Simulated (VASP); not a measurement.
Runs of VASP 6.6.1 on Rh. It takes space group Fm-3m (No. 225, cubic). Conventional cell: a = 3.796 Å, b = 3.796 Å, c = 3.796 Å, α = 90.00°, β = 90.00°, γ = 90.00°. Within 3.5 Å of Rh (site symmetry m-3m) lie 12 Rh at 2.68 Å. 

```csv
level,potentials or basis,cutoff (eV),gap on the mesh (eV),pressure (GPa)
LDA,"VASP PAW LDA potentials, release 64 (Rh_pv)",500,none,(b)
PBEsol,"VASP PAW PBE potentials, release 64 (Rh_pv)",500,none,-3.4
r2SCAN,"VASP PAW PBE potentials, release 64 (Rh_pv)",550,none,2.3
revPBE,"VASP PAW PBE potentials, release 64 (Rh_pv)",500,none,(a)
BLYP,"VASP PAW PBE potentials, release 64 (Rh_pv)",500,none,22.5
```

Alike in all rows: task single point; no spin polarisation; cell as given; k mesh 12 × 12 × 12; smearing fermi-dirac 0.1 eV.

Task: Fill in the values left out.

Result: (a) 11.2; (b) -8.7.

Caveats: the PAW data sets were made with another functional, which shifts forces and pressure a little (some runs).

A k mesh can miss the band edges, and the runs leave out spin-orbit coupling on Rh.

A gap of «none» marks levels without a gap at the run's occupations.
